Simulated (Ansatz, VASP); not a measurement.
# GaP in VASP and in Ansatz

POSCAR

```
GaP
1.0
    0.0000000000      2.7253992957      2.7253992957
    2.7253992957      0.0000000000      2.7253992957
    2.7253992957      2.7253992957      0.0000000000
Ga P
1 1
Direct
    0.0000000000      0.0000000000      0.0000000000
    0.2500000000      0.2500000000      0.2500000000
```

Contents of INCAR.step1:

```
PREC = Accurate
ENCUT = 520
EDIFF = 1E-5
ISMEAR = 0
SIGMA = 0.01
LREAL = F
LASPH = T
NELM = 60
ALGO = Normal
ISIF = 2
LWAVE = T
LCHARG = F
NBANDS = 16
GGA = PE
```

INCAR.step2

```
PREC = Accurate
ENCUT = 520
EDIFF = 1E-6
ISMEAR = 0
SIGMA = 0.01
LREAL = F
LASPH = T
NELM = 60
ALGO = Normal
ISIF = 2
LWAVE = F
LCHARG = F
GGA = PE
LHFCALC = T
AEXX = 0.05
HFSCREEN = 0.1
PRECFOCK = Normal
NBANDS = 16
ISTART = 1
```

The input KPOINTS:

```
Automatic mesh
0
Gamma
  4 4 4
```

Input for Ansatz:

```yaml
crystal:
  lattice:
    - [0.0, 2.7253992957, 2.7253992957]
    - [2.7253992957, 0.0, 2.7253992957]
    - [2.7253992957, 2.7253992957, 0.0]
  atoms:
    - { symbol: Ga, position: [0.0, 0.0, 0.0] }
    - { symbol: P, position: [0.25, 0.25, 0.25] }
kpoints:
  mp_grid: { grid: [4, 4, 4] }
hamiltonian:
  xc: { exchange: pbe, correlation: pbe, exx: { coeff: 0.05, omega: 0.1 } }
scf:
  occupations: { method: fixed }
  n_extra_bands: 4
output:
  forces: true
  stress: true
  eigenvalues: true
```

Alike in both runs: task single point; functional PBE-based screened hybrid; k mesh 4 × 4 × 4; no spin polarisation.

|  | VASP | Ansatz |
| --- | --- | --- |
| version | VASP 6.6.1 | Ansatz 0.2.0 |
| potentials or method | VASP PAW PBE potentials, release 64 (Ga_d, P) | plane waves |
| plane-wave cutoff (eV) | 520 | 420 |
| occupations | gaussian, width 0.01 eV | fixed |
| valence electrons in the cell | 18 | 18 |

VASP gave:

* gap on the k mesh at the Fermi level (eV): 1.83
* pressure (GPa): 2.4

Question: Which values does Ansatz return?

Answer: gap on the k mesh at the Fermi level (eV): 1.82; pressure (GPa): 2.5.

VASP's potentials were made for PBE, not for PBE-based screened hybrid. Ansatz's warnings: stress exchange threshold loose, stress scf threshold loose.

The k mesh is coarse, so the values compare programs but aren't converged.
